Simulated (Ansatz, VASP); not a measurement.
# Two plane-wave programs on CdS

The input INCAR:

```
SYSTEM = CdS
  PREC = Accurate
  ENCUT = 520
  EDIFF = 1E-6
  ISMEAR = 0
  SIGMA = 0.02
  LREAL = .FALSE.
  LASPH = .TRUE.
  NELM = 80
  ALGO = Normal
  ISIF = 2
  LWAVE = .FALSE.
  LCHARG = .FALSE.
  GGA = PE
  NBANDS = 26
```

Contents of KPOINTS:

```
regular mesh
0
G
  9 9 4
  0 0 0
```

Contents of POSCAR:

```
CdS
1.0
    4.1964359620      0.0000000000      0.0000000000
   -2.0982179810      3.6342201485      0.0000000000
    0.0000000000      0.0000000000      6.8291483548
Cd S
2 2
Direct
    0.6666666667      0.3333333333      0.5002281162
    0.3333333333      0.6666666667      0.0002281162
    0.6666666667      0.3333333333      0.8767718838
    0.3333333333      0.6666666667      0.3767718838
```

Input for Ansatz:

```yaml
crystal:
  lattice:
    - [4.196435962, 0.0, 0.0]
    - [-2.098217981, 3.6342201485, 0.0]
    - [0.0, 0.0, 6.8291483548]
  atoms:
    - { symbol: Cd, position: [0.6666666667, 0.3333333333, 0.5002281162] }
    - { symbol: Cd, position: [0.3333333333, 0.6666666667, 0.0002281162] }
    - { symbol: S, position: [0.6666666667, 0.3333333333, 0.8767718838] }
    - { symbol: S, position: [0.3333333333, 0.6666666667, 0.3767718838] }
basis:
  ecutwfc: 420
kpoints:
  mp_grid: { grid: [9, 9, 4] }
  band_path:
    path:
      - [[0.0, 0.0, 0.0], [0.5, 0.0, 0.0], [0.33333333, 0.33333333, 0.0], [0.0, 0.0, 0.0], [0.0, 0.0, 0.5], [0.5, 0.0, 0.5], [0.33333333, 0.33333333, 0.5], [0.0, 0.0, 0.5]]
      - [[0.5, 0.0, 0.5], [0.5, 0.0, 0.0]]
      - [[0.33333333, 0.33333333, 0.5], [0.33333333, 0.33333333, 0.0]]
    npoints: 10
hamiltonian:
  xc: pbe
  pseudopotentials: { kind: paw }
scf:
  occupations: { method: gaussian, width: 0.02 }
  n_extra_bands: 8
output:
  forces: true
  stress: true
  eigenvalues: true
```

Alike in both runs: task single point; functional PBE; k mesh 9 × 9 × 4; occupations gaussian, width 0.02 eV; no spin polarisation.

|  | VASP | Ansatz |
| --- | --- | --- |
| version | VASP 6.6.1 | Ansatz 0.2.0 |
| potentials or method | VASP PAW PBE potentials, release 64 (Cd, S), cutoff 520 eV | scalar-relativistic, plane waves, PAW |
| valence electrons in the cell | 36 | 52 |

```csv
,VASP,Ansatz,Ansatz less VASP
gap on the k mesh at the Fermi level (eV),1.11,1.11,-0.001
least direct gap on the mesh (eV),1.11,1.11,-0.001
pressure (GPa),0.3,0.0,-0.29
```

The functional is the same, so the differences come from potentials, cutoffs and numerics. VASP's potentials hold 36 valence electrons a cell and Ansatz's 52, so a difference there can come from the potentials and not from the codes.
